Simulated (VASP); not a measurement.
Wanted: the native input for a VASP 6.6.1 run.

| Item | Value |
| --- | --- |
| Task | single point |
| Functional | PBE |
| Potentials or basis | VASP PAW PBE potentials, release 64 (As, B) |
| Cutoff | 520 eV |
| k mesh | 7 × 7 × 7 |
| Occupations | fermi-dirac, width 0.05 eV |
| Spin | no spin polarisation |
| Dipole correction | no |
| Further INCAR settings | ALGO = Normal; EDIFF = 1e-06; NBANDS = 11 |

The structure of BAs lies in POSCAR:

```
BAs
1.0
    0.0000000000      2.4043357025      2.4043357025
    2.4043357025      0.0000000000      2.4043357025
    2.4043357025      2.4043357025      0.0000000000
As B
1 1
Direct
    0.7500000000      0.7500000000      0.7500000000
    0.0000000000      0.0000000000      0.0000000000
```

These files were run (other wordings do the same):

INCAR

```
SYSTEM = BAs
PREC = Accurate
ENCUT = 520
EDIFF = 1E-6
ISMEAR = -1
SIGMA = 0.05
LREAL = .False.
LASPH = .True.
NELM = 100
ALGO = Normal
ISIF = 2
LWAVE = .False.
LCHARG = .False.
GGA = PE
NBANDS = 11
```

KPOINTS

```
Automatic mesh
0
Gamma
  7 7 7
  0 0 0
```

Potentials or basis: VASP PAW PBE potentials, release 64 (As, B).

Launch:

```bash
$ cat potpaw_PBE.64/As/POTCAR potpaw_PBE.64/B/POTCAR > POTCAR
$ mpirun -np 1 vasp_std > vasp.out
```

Results of the run:

```json
{
 "Pressure": "0.6 GPa",
 "Band gap on the k mesh": "1.22 eV, indirect (least direct gap 3.25 eV)"
}
```

Run time: 5.3 s on 1 thread of AMD EPYC 9R45 96-Core Processor (Zen 5), on a shared host, peak memory 0.12 GiB.
